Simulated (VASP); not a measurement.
# Fe (Im-3m) in VASP: further runs

The runs below take Fe through single point, relaxation of volume and atoms at fixed shape, with LDA.

Everything below comes from runs of VASP 6.6.1. Logs are shortened: lines on timing, memory, paths and dates and some standing lists are left out, and cuts for length are marked.

## (1) The cell of the first run

The structure is cubic, space group Im-3m (No. 229). Conventional cell: a = 2.750 Å, b = 2.750 Å, c = 2.750 Å, α = 90.00°, β = 90.00°, γ = 90.00°. Within 3.1 Å of Fe (site symmetry m-3m) lie 14 Fe at 2.38 to 2.75 Å.

## (2) Single point, LDA, collinear spin, ferromagnetic start

Input file INCAR:

```
  PREC = Accurate
  ENCUT = 520
  EDIFF = 1E-6
  ISMEAR = -1
  SIGMA = 0.05
  LREAL = F
  LASPH = T
  NELM = 150
  ALGO = Normal
  ISIF = 2
  LWAVE = F
  LCHARG = F
  ISPIN = 2
  MAGMOM = 3.5 3.5
  LORBIT = 11
  LMAXMIX = 4
  GGA = CA
  NBANDS = 19
```

Input file KPOINTS:

```
regular mesh
0
Gamma
  9 9 9
```

Input file POSCAR:

```
Fe
1.0
    2.7504596991      0.0000000000      0.0000000000
    0.0000000000      2.7504596991      0.0000000000
    0.0000000000      0.0000000000      2.7504596991
Fe
2
Direct
    0.0000000000      0.0000000000      0.0000000000
    0.5000000000      0.5000000000      0.5000000000
```

Potentials or basis: VASP PAW LDA potentials, release 64 (Fe).

On the command line:

```sh
cat potpaw_LDA.64/Fe/POTCAR > POTCAR
mpirun -np 1 vasp_std > vasp.out
```

OUTCAR:

```text
PREC = Accurate
   ENCUT = 520
   EDIFF = 1E-6
   ISMEAR = -1
   LREAL = F
   LASPH = T
   NELM = 150
   ISIF = 2
   ISPIN = 2
   LORBIT = 11
   GGA = CA

 ion  position               nearest neighbor table
   1  0.000  0.000  0.000-   2 2.38   2 2.38   2 2.38   2 2.38   2 2.38   2 2.38   2 2.38   2 2.38

   2  0.500  0.500  0.500-   1 2.38   1 2.38   1 2.38   1 2.38   1 2.38   1 2.38   1 2.38   1 2.38

  LATTYP: Found a simple cubic cell.
 ALAT       =     2.7504596991

  Lattice vectors:

 A1 = (   2.7504596991,   0.0000000000,   0.0000000000)
 A2 = (   0.0000000000,   2.7504596991,   0.0000000000)
 A3 = (   0.0000000000,   0.0000000000,   2.7504596991)

Analysis of symmetry for initial positions (statically):
=====================================================================
 Subroutine PRICEL returns following result:

  LATTYP: Found a body centered cubic cell.
 ALAT       =     2.7504596991

  Lattice vectors:

 A1 = (   1.3752298495,   1.3752298496,  -1.3752298495)
 A2 = (  -1.3752298495,   1.3752298495,   1.3752298495)
 A3 = (   1.3752298495,  -1.3752298495,   1.3752298496)

   2 primitive cells build up your supercell.

 Routine SETGRP: Setting up the symmetry group for a
 simple cubic supercell.

 Subroutine GETGRP returns: Found 48 space group operations
 (whereof 48 operations were pure point group operations)
 out of a pool of 48 trial point group operations.

The static configuration has the point symmetry O_h .

Analysis of symmetry for dynamics (positions and initial velocities):
=====================================================================
 Subroutine PRICEL returns following result:

  LATTYP: Found a body centered cubic cell.
 ALAT       =     2.7504596991

  Lattice vectors:

 A1 = (   1.3752298495,   1.3752298496,  -1.3752298495)
 A2 = (  -1.3752298495,   1.3752298495,   1.3752298495)
 A3 = (   1.3752298495,  -1.3752298495,   1.3752298496)

   2 primitive cells build up your supercell.

 Routine SETGRP: Setting up the symmetry group for a
 simple cubic supercell.

 Subroutine GETGRP returns: Found 48 space group operations
 (whereof 48 operations were pure point group operations)
 out of a pool of 48 trial point group operations.

The dynamic configuration has the point symmetry O_h .

Analysis of structural, dynamic, and magnetic symmetry:
=====================================================================
 Subroutine PRICEL returns following result:

  LATTYP: Found a body centered cubic cell.
 ALAT       =     2.7504596991

  Lattice vectors:

 A1 = (   1.3752298495,   1.3752298496,  -1.3752298495)
 A2 = (  -1.3752298495,   1.3752298495,   1.3752298495)
 A3 = (   1.3752298495,  -1.3752298495,   1.3752298496)

   2 primitive cells build up your supercell.

 Routine SETGRP: Setting up the symmetry group for a
 simple cubic supercell.

 Subroutine GETGRP returns: Found 48 space group operations
 (whereof 48 operations were pure point group operations)
 out of a pool of 48 trial point group operations.

The overall configuration has the point symmetry O_h .

 Subroutine INISYM returns: Found 48 space group operations
 (whereof 48 operations are pure point group operations),
 and found     2 'primitive' translations

----------------------------------------------------------------------------------------

                                     Primitive cell

  volume of cell :      10.4037

  direct lattice vectors                    reciprocal lattice vectors
     1.375229850  1.375229850 -1.375229850     0.363575587  0.363575587  0.000000000
    -1.375229850  1.375229850  1.375229850    -0.000000000  0.363575587  0.363575587
     1.375229850 -1.375229850  1.375229850     0.363575587  0.000000000  0.363575587

  length of vectors
     2.381967972  2.381967972  2.381967972     0.514173526  0.514173526  0.514173526

  position of ions in fractional coordinates (direct lattice)
     0.000000000  0.000000000  0.000000000

  ion indices of the primitive-cell ions
   primitive index   ion index
                 1           1

----------------------------------------------------------------------------------------

 KPOINTS: regular mesh

Automatic generation of k-mesh.
 Grid dimensions read from file:
 generate k-points for:    9    9    9

 Generating k-lattice:

  Cartesian coordinates                     Fractional coordinates (reciprocal lattice)
     0.040397287  0.000000000  0.000000000     0.111111111  0.000000000  0.000000000
     0.000000000  0.040397287  0.000000000     0.000000000  0.111111111  0.000000000
     0.000000000  0.000000000  0.040397287     0.000000000  0.000000000  0.111111111

  Length of vectors
     0.040397287  0.040397287  0.040397287

  Shift w.r.t. Gamma in fractional coordinates (k-lattice)
     0.000000000  0.000000000  0.000000000

 Subroutine IBZKPT returns following result:
 ===========================================

 Found     35 irreducible k-points:

 Following reciprocal coordinates:
            Coordinates               Weight
  0.000000  0.000000  0.000000      1.000000
  0.111111  0.000000  0.000000      6.000000
  0.222222  0.000000  0.000000      6.000000
  0.333333  0.000000  0.000000      6.000000
  0.444444  0.000000  0.000000      6.000000
  0.111111  0.111111  0.000000     12.000000
[... 16 lines left out ...]
  0.333333  0.333333  0.111111     24.000000
  0.444444  0.333333  0.111111     48.000000
 [... further k-points ...]
   k-points           NKPTS =     35   k-points in BZ     NKDIM =     35   number of bands    NBANDS=     19
   number of dos      NEDOS =    301   number of ions     NIONS =      2
   total plane-waves  NPLWV =   8000
   dimension x,y,z NGX =    20 NGY =   20 NGZ =   20
   dimension x,y,z NGXF=    40 NGYF=   40 NGZF=   40
   ions per type =               2
   NGX,Y,Z   is equivalent  to a cutoff of  12.09, 12.09, 12.09 a.u.
   NGXF,Y,Z  is equivalent  to a cutoff of  24.18, 24.18, 24.18 a.u.
 SYSTEM =  unknown system
   PREC   = accura    normal or accurate (medium, high low for compatibility)
   ISTART =      0    job   : 0-new  1-cont  2-samecut
   ICHARG =      2    charge: 1-file 2-atom 10-const
   ISPIN  =      2    spin polarized calculation?
   LNONCOLLINEAR =      F non collinear calculations
   LSORBIT =      F    spin-orbit coupling
   LASPH  =      T    aspherical Exc in radial PAW
   ENCUT  =  520.0 eV  38.22 Ry    6.18 a.u.   5.11  5.11  5.11*2*pi/ulx,y,z
   NELM   =    150;   NELMIN=  2; NELMDL= -5     # of ELM steps
   EDIFF  = 0.1E-05   stopping-criterion for ELM
   LREAL  =      F    real-space projection
   EDIFFG = 0.1E-04   stopping-criterion for IOM
   NSW    =      0    number of steps for IOM
   IBRION =     -1    ionic relax: 0-MD 1-quasi-New 2-CG
   NFREE  =      0    steps in history (QN), initial steepest desc. (CG)
   ISIF   =      2    stress and relaxation
   ISYM   =      2    0-nonsym 1-usesym 2-fastsym
   POTIM  = 0.5000    time-step for ionic-motion
   TEBEG  =    0.0;   TEEND  =   0.0 temperature during run
   PSTRESS=    0.0 pullay stress
   NELECT =      16.0000    total number of electrons
   NUPDOWN=      -1.0000    fix difference up-down
   EMIN   =  10.00;   EMAX   =-10.00  energy-range for DOS
   EFERMI =   0.00;   METHOD = LEGACY
   ISMEAR =    -1;   SIGMA  =   0.05  broadening in eV -4-tet -1-fermi 0-gaus
   EFERMI_NEDOS =   21; number of points for ismear=-14 and -15
   IALGO  =     38    algorithm
   IMIX   =      4    mixing-type and parameters
     AMIX     =   0.40;   BMIX     =  1.00
     AMIX_MAG =   1.60;   BMIX_MAG =  1.00
  volume/ion in A,a.u.               =      10.40        70.21
  Fermi-wavevector in a.u.,A,eV,Ry     =   1.499833  2.834273 30.606288  2.249499
  Thomas-Fermi vector in A             =   2.611412
   LORBIT       =     11    0 simple, 1 ext, 2 COOP (PROOUT), +10 PAW based schemes
   GGA     = CA    functional components
   LHFCALC =     F    Hartree Fock is set to
   AEXX    =    0.0000 exact exchange contribution
   IVDW    =     0    specifies the selected vdW correction
   LEPSILON=     F    determine dielectric tensor
   LRPA    =     F    only Hartree local field effects (RPA)
 spin polarized calculation
  energy-cutoff  :      520.00
  volume of cell :       20.81
 maximum number of plane-waves:       587
   NGX = 11   NGY = 11   NGZ = 11

 number of electron      15.9999965 magnetization       3.8734133

 Free energy of the ion-electron system (eV)
  ---------------------------------------------------
  ext. energy  EPLUGINS =         0.00000000
  ---------------------------------------------------
  free energy    TOTEN  =       -18.44877388 eV

  energy without entropy =      -18.42904721  energy(sigma->0) =      -18.43891055

 E-fermi :   6.6989     XC(G=0): -13.9224

 val. band max:        6.6942034968   @ k =   0.4444   0.3333   0.1111
 cond. band min:       6.7121684673   @ k =   0.4444   0.1111   0.0000
 fundamental gap:      0.0179649705
 Fermi energy:         6.6989223049

 spin component 1

 k-point     1 :       0.0000    0.0000    0.0000
  band No.  band energies     occupation
      1      -2.3899      1.00000
      2       1.3323      1.00000
      3       1.3323      1.00000
      4       4.2076      1.00000
      5       4.2076      1.00000
      6       4.2076      1.00000
[... 11 lines left out ...]
     18      32.3810      0.00000
     19      32.3810      0.00000
[... 489 lines left out ...]
      3       3.1155      1.00000
      4       3.2314      1.00000
      5       4.2808      1.00000
      6       4.5655      1.00000
[... 11 lines left out ...]
     18      28.1123      0.00000
     19      32.8506      0.00000

 [... further k-points ...]

 spin component 2

 k-point     1 :       0.0000    0.0000    0.0000
  band No.  band energies     occupation
      1      -2.0136      1.00000
      2       2.7606      1.00000
      3       2.7606      1.00000
      4       5.7720      1.00000
      5       5.7720      1.00000
      6       5.7720      1.00000
[... 11 lines left out ...]
     18      32.5602      0.00000
     19      32.5602      0.00000
[... 489 lines left out ...]
      3       4.5353      1.00000
      4       4.6510      1.00000
      5       5.5631      1.00000
      6       5.6624      1.00000
[... 11 lines left out ...]
     18      28.5939      0.00000
     19      33.4470      0.00000

 [... further k-points ...]
[... 5 lines left out ...]
  --------------------------------------------------------------------------------------
  -------------------------------------------------------------------------------------
  Total       -0.1768976     -0.1768976     -0.1768976     -0.0000000     -0.0000000     -0.0000000
  in kB      -13.6212399    -13.6212399    -13.6212399     -0.0000000     -0.0000000     -0.0000000
  external PRESSURE =     -13.6212399 kB  Pullay stress =       0.0000000 kB

 VOLUME and BASIS-vectors are now :
 -----------------------------------------------------------------------------
  energy-cutoff  :      520.00
  volume of cell :       20.81
      direct lattice vectors                 reciprocal lattice vectors
     2.750459699  0.000000000  0.000000000     0.363575587  0.000000000  0.000000000
     0.000000000  2.750459699  0.000000000     0.000000000  0.363575587  0.000000000
     0.000000000  0.000000000  2.750459699     0.000000000  0.000000000  0.363575587

 POSITION                                       TOTAL-FORCE (eV/Angst)
 -----------------------------------------------------------------------------------
      0.00000      0.00000      0.00000         0.000000      0.000000      0.000000
      1.37523      1.37523      1.37523        -0.000000     -0.000000     -0.000000
 -----------------------------------------------------------------------------------
    total drift:                               -0.000000      0.000000     -0.000000

  FREE ENERGIE OF THE ION-ELECTRON SYSTEM (eV)
  ---------------------------------------------------
  free  energy   TOTEN  =       -18.4487738822 eV

  energy  without entropy=      -18.4290472078  energy(sigma->0) =      -18.43891055

 total charge

# of ion       s       p       d       tot
------------------------------------------
    1        0.527   0.619   6.329   7.475
    2        0.527   0.619   6.329   7.475
--------------------------------------------------
tot          1.053   1.238  12.659  14.949

 magnetization (x)

# of ion       s       p       d       tot
------------------------------------------
    1       -0.008  -0.029   1.941   1.903
    2       -0.008  -0.029   1.941   1.903
--------------------------------------------------
tot         -0.016  -0.059   3.882   3.807
```

Run time: 35 s. Hardware: 1 thread of Intel Xeon 8259CL, shared host; peak memory 0.13 GiB.

What came out:

```
Free energy                                           : -18.4488 eV
Pressure                                              : -1.4 GPa
Net moment                                            : 3.87 μB per cell
Site moments                                          : Fe +1.90 μB
Valence electrons inside the program's atomic spheres : Fe 7.47
```

## (3) Relaxation of volume and atoms at fixed shape, LDA, collinear spin, ferromagnetic start

This run uses another cell than the first one, of 12.07 Å³/atom.

Input file INCAR:

```
SYSTEM = Fe
PREC = Accurate
ENCUT = 600
EDIFF = 1E-6
ISMEAR = -1
SIGMA = 0.05
LREAL = .FALSE.
LASPH = .TRUE.
NELM = 150
ALGO = Normal
ISIF = 8
LWAVE = .FALSE.
LCHARG = .FALSE.
ISPIN = 2
MAGMOM = 3.5 3.5
LORBIT = 11
LMAXMIX = 4
GGA = CA
IBRION = 2
NSW = 80
EDIFFG = -0.02
```

Input file KPOINTS:

```
regular mesh
0
G
  9 9 9
  0 0 0
```

Input file POSCAR:

```
Fe
1.0
    2.8900000000      0.0000000000      0.0000000000
    0.0000000000      2.8900000000      0.0000000000
    0.0000000000      0.0000000000      2.8900000000
Fe
2
Direct
    0.0000000000      0.0000000000      0.0000000000
    0.5000000000      0.5000000000      0.5000000000
```

Potentials or basis: VASP PAW LDA potentials, release 64 (Fe).

On the command line:

```sh
cat potpaw_LDA.64/Fe/POTCAR > POTCAR
mpirun -np 1 vasp_std > vasp.out
```

It took 2.5 min on 1 thread of Intel Xeon 8259CL, shared host; peak memory 0.15 GiB.

Results (log left out):

* Free energy: -18.4501 eV
* Relaxed volume: 10.36 Å³/atom
* Relaxed cell: a = 2.746 Å, b = 2.746 Å, c = 2.746 Å, α = 90.00°, β = 90.00°, γ = 90.00°
* Space group after relaxing (to 0.1 Å): Im-3m (No. 229)
* Energy gained by relaxing: 161.0 meV/atom
* Ionic steps: 6
* Pressure after relaxing: -0.3 GPa
* Net moment: 3.85 μB per cell
* Site moments: Fe +1.89 μB
* Valence electrons inside the program's atomic spheres: Fe 7.49

Step by step:
```csv
step,energy change (eV),largest force (eV/Å),pressure (GPa),volume (Å³)
1,0.0000,0.0000,-26.60,24.14
2,0.0999,0.0000,54.67,17.79
3,-0.3215,0.0000,-1.34,20.80
4,-0.3220,0.0000,-0.41,20.72
5,-0.3220,0.0000,0.35,20.65
6,-0.3220,0.0000,-0.30,20.71
```

Final structure:
```yaml
crystal:
  lattice:
    - [2.74627, 0.00000, 0.00000]
    - [0.00000, 2.74627, 0.00000]
    - [0.00000, 0.00000, 2.74627]
  atoms:
    - { symbol: Fe, position: [0.00000, 0.00000, 0.00000] }
    - { symbol: Fe, position: [0.50000, 0.50000, 0.50000] }
```

Levels at points of the mesh, in eV from the Fermi level:
Spin up:
| k point | band 8 | band 9 | band 10 | band 11 | band 12 | band 13 |
| --- | --- | --- | --- | --- | --- | --- |
| (0.00, 0.00, 0.00) | -0.95 | 0.32 | 0.32 | 0.32 | 10.43 | 10.43 |
Spin down:
```
           k point  band 3  band 4  band 5  band 6  band 7  band 8  band 9  band 10
(0.00, 0.00, 0.00)   -3.98   -0.95   -0.95   -0.95    1.13    1.13    2.10     2.10
```
